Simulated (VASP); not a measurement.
A run of VASP 6.6.1 is set up as follows.

Contents of INCAR:

```
ALGO     = Normal         # electronic algorithm
EDIFF    = 1E-7           # SCF threshold, eV
EDIFFG   = -0.01          # ionic threshold
ENCUT    = 600            # plane-wave cutoff, eV
GGA      = PE             # functional
IBRION   = 2              # ionic algorithm
ISIF     = 3              # what is computed and relaxed
ISMEAR   = 0              # smearing method
LASPH    = True           # aspherical terms in the spheres
LCHARG   = False          # write CHGCAR
LREAL    = False          # projectors in reciprocal space
LWAVE    = False          # write WAVECAR
NELM     = 80             # most SCF steps
NSW      = 100            # ionic steps
PREC     = Accurate       # precision mode
SIGMA    = 0.1            # smearing width, eV
```

Contents of KPOINTS:

```
k-points
0
Gamma
  12 12 4
```

The input POSCAR:

```
Si6Ru
1.0
    3.9476860112      0.0000000000      0.0000000000
   -1.9738430056      3.4187963719      0.0000000000
    0.0000000000      0.0000000000     10.0956802249
Si Ru
6 1
Direct
    0.3333333333      0.6666666667      0.0697545124
    0.6666666667      0.3333333333      0.9302454876
    0.3333333333      0.6666666667      0.3081086844
    0.0000000000      0.0000000000      0.3822723110
    0.6666666667      0.3333333333      0.6918913156
    0.0000000000      0.0000000000      0.6177276890
    0.0000000000      0.0000000000      0.0000000000
```

Potentials or basis: VASP PAW PBE potentials, release 64 (Si, Ru_pv).

Command:

```bash
$ cat potpaw_PBE.64/Si/POTCAR potpaw_PBE.64/Ru_pv/POTCAR > POTCAR
$ mpirun -np 1 vasp_std > vasp.out
```

Q: What does it give for the relaxed volume?

A: 19.41 Å³/atom.

Q: Estimate the space group after relaxing (to 0.1 Å).

A: P-3m1 (No. 164).

Q: Predict the band gap on the k mesh.

A: Zero (bands 19 and 20 overlap by 2.32 eV).

The path:
| step | energy change (eV) | largest force (eV/Å) | pressure (GPa) | volume (Å³) |
| --- | --- | --- | --- | --- |
| 1 | 0.0000 | 0.0856 | -0.24 | 136.25 |
| 2 | -0.0008 | 0.0262 | 0.13 | 135.68 |
| 3 | -0.0008 | 0.0316 | 0.08 | 135.76 |
| 4 | -0.0010 | 0.0111 | -0.02 | 135.87 |
| 5 | -0.0010 | 0.0111 | -0.02 | 135.87 |
| 6 | -0.0010 | 0.0131 | 0.01 | 135.84 |
| 7 | -0.0010 | 0.0138 | 0.00 | 135.84 |
| 8 | -0.0010 | 0.0075 | 0.01 | 135.84 |
